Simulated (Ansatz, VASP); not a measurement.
Two plane-wave programs on SbS5

Contents of INCAR:

```
SYSTEM = SbS5
PREC = Accurate
ENCUT = 600
EDIFF = 1E-7
ISMEAR = 0
SIGMA = 0.1
LREAL = .FALSE.
LASPH = .TRUE.
NELM = 60
ALGO = Normal
ISIF = 3
LWAVE = .FALSE.
LCHARG = .FALSE.
GGA = PE
IBRION = 2
NSW = 90
EDIFFG = -0.04
```

Contents of KPOINTS:

```
Automatic mesh
0
G
  3 3 4
  0 0 0
```

File POSCAR:

```
SbS5
1.0
    5.9587039300      0.0000000000      0.0000000000
   -2.9793519700      5.1603889800      0.0000000000
    0.0000000000      0.0000000000      4.8137037600
Sb S
1 5
Direct
    0.0000000000      0.0000000000      0.0000000000
    0.3333333300      0.6666666700      0.0000000000
    0.6666666700      0.3333333300      0.0000000000
    0.5000000000      0.0000000000      0.5000000000
    0.5000000000      0.5000000000      0.5000000000
    0.0000000000      0.5000000000      0.5000000000
```

Input for Ansatz:

```yaml
crystal:
  lattice:
    - [5.95870393, 0.0, 0.0]
    - [-2.97935197, 5.16038898, 0.0]
    - [0.0, 0.0, 4.81370376]
  atoms:
    - { symbol: Sb, position: [0.0, 0.0, 0.0] }
    - { symbol: S, position: [0.33333333, 0.66666667, 0.0] }
    - { symbol: S, position: [0.66666667, 0.33333333, 0.0] }
    - { symbol: S, position: [0.5, 0.0, 0.5] }
    - { symbol: S, position: [0.5, 0.5, 0.5] }
    - { symbol: S, position: [0.0, 0.5, 0.5] }
basis:
  ecutwfc: 420
kpoints:
  mp_grid: { grid: [3, 3, 4] }
hamiltonian:
  xc: pbe
scf:
  occupations: { method: gaussian, width: 0.1 }
  lower_state_search: "off"
output:
  forces: true
  stress: true
  eigenvalues: true
relax:
  adjacent_minimum: "off"
  f_tol: 0.04
  max_steps: 70
  cell: { stress_tol: 0.4 }
```

Change from the starting cell: species swapped into the SmCu5 type (P6/mmm, No. 191).

Alike in both runs: task relaxation of cell and atoms; functional PBE; k mesh 3 × 3 × 4; occupations gaussian, width 0.1 eV; no spin polarisation.

```csv
,VASP,Ansatz
version,VASP 6.6.1,Ansatz 0.2.0
potentials or method,"VASP PAW PBE potentials, release 64 (Sb, S), cutoff 600 eV","scalar-relativistic, plane waves, PAW"
valence electrons in the cell,35,45
```

Ansatz gave:

- gap on the k mesh at the Fermi level, each at its own relaxed structure (eV): none
- relaxed volume (Å³/atom): 19.02
- relaxed cell length with the largest relative difference (Å): 3.864

Estimate VASP's values.

gap on the k mesh at the Fermi level, each at its own relaxed structure (eV): none; relaxed volume (Å³/atom): 20.03; relaxed cell length with the largest relative difference (Å): 3.293.

A gap of «none» marks a metal or a gap that the smearing closes. One of these differences is far larger than is usual between the two programs; its cause wasn't traced. VASP's potentials hold 35 valence electrons a cell and Ansatz's 45, so a difference there can come from the potentials and not from the codes.

The k mesh is coarse, so the values compare programs but aren't converged. Neither program's run includes spin-orbit coupling. Noted on VASP's run: the volume moved by over 15 % at a fixed basis, so the end points are rough.
